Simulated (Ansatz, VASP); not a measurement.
# SnO2 in VASP and in Ansatz

```
CELL_PARAMETERS angstrom
4.61776 0.00000 0.00000
0.00000 4.61776 0.00000
0.00000 0.00000 3.27559
ATOMIC_POSITIONS crystal
Sn 0.00000 0.00000 0.00000
Sn 0.50000 0.50000 0.50000
O 0.30672 0.30672 0.00000
O 0.19328 0.80672 0.50000
O 0.80672 0.19328 0.50000
O 0.69328 0.69328 0.00000
```

Change from the starting cell: epitaxial_xy strain -3.0%.

Alike in both runs: task single point; functional PBE; k mesh 6 × 6 × 8; occupations fermi-dirac, width 0.02 eV; no spin polarisation.

|  | VASP | Ansatz |
| --- | --- | --- |
| version | VASP 6.6.1 | Ansatz 0.2.0 |
| potentials or method | VASP PAW PBE potentials, release 64 (Sn_d, O) | plane waves, PAW |
| plane-wave cutoff (eV) | 520 | 420 |
| valence electrons in the cell | 52 | 52 |

```csv
,VASP,Ansatz,Ansatz less VASP
gap on the k mesh at the Fermi level (eV),1.39,1.40,+0.008
pressure (GPa),15.5,14.8,-0.70
"traceless stress, the component that is largest in VASP (GPa)",-5.28,-5.45,-0.170
rms of the force components (eV/Å),0.005,0.008,+0.0024
```

Atom by atom the forces differ by 0.002 eV/Å (rms over components).
